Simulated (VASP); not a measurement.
Input of a VASP 6.6.1 run:

The input INCAR:

```
  PREC = Accurate
  ENCUT = 600
  EDIFF = 1E-8
  ISMEAR = 0
  SIGMA = 0.01
  LREAL = F
  LASPH = T
  NELM = 80
  ALGO = Normal
  ISIF = 3
  LWAVE = F
  LCHARG = T
  GGA = PS
  NBANDS = 16
  IBRION = 6
  NFREE = 2
  POTIM = 0.015
  NSW = 1
```

Contents of KPOINTS:

```
regular mesh
0
Gamma
  7 7 7
```

File POSCAR:

```
ZnS
1.0
    0.0000000000      2.7020000000      2.7020000000
    2.7020000000      0.0000000000      2.7020000000
    2.7020000000      2.7020000000      0.0000000000
Zn S
1 1
Direct
    0.7500000000      0.7500000000      0.7500000000
    0.0000000000      0.0000000000      0.0000000000
```

Potentials or basis: VASP PAW PBE potentials, release 64 (Zn, S).

The run is started by

```bash
$ cat potpaw_PBE.64/Zn/POTCAR potpaw_PBE.64/S/POTCAR > POTCAR
$ mpirun -np 1 vasp_std > vasp.out
```

(1) What does it give for the elastic constants C11, C12, C44?

(2) Predict the Voigt bulk modulus.

(3) Estimate the highest phonon frequency at Γ, LO-TO splitting left out.

## Answers

(1) 101, 58, 48 GPa.

(2) 73 GPa.

(3) 267 cm⁻¹.

Caveat: the cell is under stress, which shifts elastic constants; the PAW data sets were made with another functional, which shifts forces and pressure a little.
